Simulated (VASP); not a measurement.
**CdSe: relaxation of cell and atoms with BLYP**

Crystal: CdSe.

```xyz
2
Lattice="0.0000 2.8740 2.8740 2.8740 0.0000 2.8740 2.8740 2.8740 0.0000" Properties=species:S:1:pos:R:3 pbc="T T T"
Cd    0.0000    0.0000    0.0000
Se    2.8740    2.8740    2.8740
```

```json
{
  "Program": "VASP 6.6.1",
  "Task": "relaxation of cell and atoms",
  "Functional": "BLYP",
  "Potentials or basis": "VASP PAW PBE potentials, release 64 (Cd, Se)",
  "Cutoff": "600 eV",
  "k mesh": "8 × 8 × 8",
  "Occupations": "fermi-dirac, width 0.05 eV",
  "Spin": "no spin polarisation",
  "Dipole correction": "no",
  "Further INCAR settings": "ALGO = Normal; EDIFF = 1e-07; IBRION = 2; EDIFFG = -0.01; NSW = 60; ISIF = 3"
}
```

The relaxed volume is 25.48 Å³/atom, the relaxed cell is a = 4.161 Å, b = 4.161 Å, c = 4.161 Å, α = 60.00°, β = 60.00°, γ = 60.00° and the space group after relaxing (to 0.05 Å) is Fm-3m (No. 225). The energy gained by relaxing is 21.0 meV/atom. The ionic steps are 3. The pressure after relaxing is 0.0 GPa and the band gap on the k mesh is zero (band 9 reaches 2.06 eV, above the bottom of band 10 at 1.54 eV).

Step by step:
| step | energy change (eV) | largest force (eV/Å) | pressure (GPa) | volume (Å³) |
| --- | --- | --- | --- | --- |
| 1 | 0.0000 | 0.0000 | 4.13 | 47.48 |
| 2 | -0.0400 | 0.0000 | -0.79 | 51.80 |
| 3 | -0.0421 | 0.0000 | 0.01 | 50.95 |

Final structure:
```cif
data_structure
_symmetry_space_group_name_H-M 'P 1'
_symmetry_Int_Tables_number 1
_cell_length_a 4.1612
_cell_length_b 4.1612
_cell_length_c 4.1612
_cell_angle_alpha 60.000
_cell_angle_beta 60.000
_cell_angle_gamma 60.000
_cell_volume 50.95
loop_
_atom_site_label
_atom_site_type_symbol
_atom_site_fract_x
_atom_site_fract_y
_atom_site_fract_z
_atom_site_occupancy
Cd1 Cd 0.00000 0.00000 0.00000 1
Se1 Se 0.50000 0.50000 0.50000 1
```

Levels at points of the mesh, in eV from the Fermi level:
```
           k point  band 5  band 6  band 7  band 8  band 9  band 10  band 11  band 12  band 13
(0.00, 0.00, 0.00)   -7.96   -7.96   -0.60   -0.60   -0.60    -0.28     8.73     8.73     8.73
(0.50, 0.00, 0.00)   -7.85   -7.85   -4.64   -0.14   -0.14     3.17     5.14     5.23     5.23
(0.50, 0.50, 0.00)   -7.81   -7.44   -3.63   -1.85   -1.85    -0.62     5.82     9.22     9.66
```

Run time: 2.3 min on 1 thread of AMD EPYC 7R13, with other jobs on the host, peak memory 0.17 GiB.

Caveat: the PAW data sets were made with another functional, which shifts forces and pressure a little.
